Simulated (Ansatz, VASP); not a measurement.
**BiRu in VASP and in Ansatz**

```
Bi Ru
1.0
     3.54674    0.00000    0.00000
     0.00000    3.54674    0.00000
     0.00000    0.00000    3.54674
Bi Ru
1 1
Direct
  0.00000 0.00000 0.00000
  0.50000 0.50000 0.50000
```

Change from the starting cell: species swapped into the YbTl type (Pm-3m, No. 221).

Alike in both runs: task single point; functional PBE; k mesh 6 × 6 × 6; occupations gaussian, width 0.1 eV; no spin polarisation.

|  | VASP | Ansatz |
| --- | --- | --- |
| version | VASP 6.6.1 | Ansatz 0.2.0 |
| potentials or method | VASP PAW PBE potentials, release 64 (Bi_d, Ru_pv), cutoff 520 eV | scalar-relativistic, plane waves, PAW |
| valence electrons in the cell | 29 | 31 |

|  | VASP | Ansatz | Ansatz less VASP |
| --- | --- | --- | --- |
| gap on the k mesh at the Fermi level (eV) | none | none | - |
| pressure (GPa) | -12.1 | -12.1 | -0.01 |

A gap of «none» marks a metal or a gap that the smearing closes. The functional is the same, so the differences come from potentials, cutoffs and numerics. VASP's potentials hold 29 valence electrons a cell and Ansatz's 31, so a difference there can come from the potentials and not from the codes.

Neither program's run includes spin-orbit coupling.
